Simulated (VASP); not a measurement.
Set up this calculation in VASP 6.6.1, as the native input.

| Property | Result |
| --- | --- |
| Task | single point |
| Functional | PBE |
| Potentials or basis | VASP PAW PBE potentials, release 64 (Zr_sv, Ti_sv, N) |
| Cutoff | 520 eV |
| k mesh | 4 × 4 × 4 |
| Occupations | gaussian, width 0.1 eV |
| Spin | collinear spin |
| Starting moments | [0.0, 1.0, 1.0, 1.0, 0.0, 0.0, 0.0, 0.0] μB |
| Dipole correction | no |
| Further INCAR settings | ALGO = Normal; EDIFF = 1e-07; NBANDS = 48 |

The structure of ZrTi3N4 lies in POSCAR:

```
ZrTi3N4
1.0
    4.3558851891      0.0000000000      0.0000000000
    0.0000000000      4.3558851891      0.0000000000
    0.0000000000      0.0000000000      4.3558851891
Zr Ti N
1 3 4
Direct
    0.0000000000      0.0000000000      0.0000000000
    0.5000000000      0.5000000000      0.0000000000
    0.0000000000      0.5000000000      0.5000000000
    0.5000000000      0.0000000000      0.5000000000
    0.0000000000      0.0000000000      0.5000000000
    0.5000000000      0.0000000000      0.0000000000
    0.0000000000      0.5000000000      0.0000000000
    0.5000000000      0.5000000000      0.5000000000
```

These files were run (other wordings do the same):

INCAR

```
  ALGO = Normal
  EDIFF = 1E-7
  ENCUT = 520
  GGA = PE
  ISIF = 2
  ISMEAR = 0
  ISPIN = 2
  LASPH = True
  LCHARG = False
  LMAXMIX = 4
  LORBIT = 11
  LREAL = False
  LWAVE = False
  MAGMOM = 0 1 1 1 0 0 0 0
  NBANDS = 48
  NELM = 150
  PREC = Accurate
  SIGMA = 0.1
```

KPOINTS

```
k-points
0
Gamma
  4 4 4
```

Potentials or basis: VASP PAW PBE potentials, release 64 (Zr_sv, Ti_sv, N).

The run is started by

```sh
$ cat potpaw_PBE.64/Zr_sv/POTCAR potpaw_PBE.64/Ti_sv/POTCAR potpaw_PBE.64/N/POTCAR > POTCAR
$ mpirun -np 1 vasp_std > vasp.out
```

Results of the run:

```
Pressure                                              : 0.4 GPa
Band gap on the k mesh                                : zero (filled and empty bands overlap)
Net moment                                            : 0.00 μB per cell
Valence electrons inside the program's atomic spheres : Zr 10.03; Ti 10.28; N 3.75, 3.70 (each value once)
```

Caveat: the k points lie up to 0.36 Å⁻¹ apart, too coarse for converged energies and pressures of a metal.

It took 2.2 min on 1 thread of Intel Xeon 8259CL, on a shared host, peak memory 0.24 GiB.
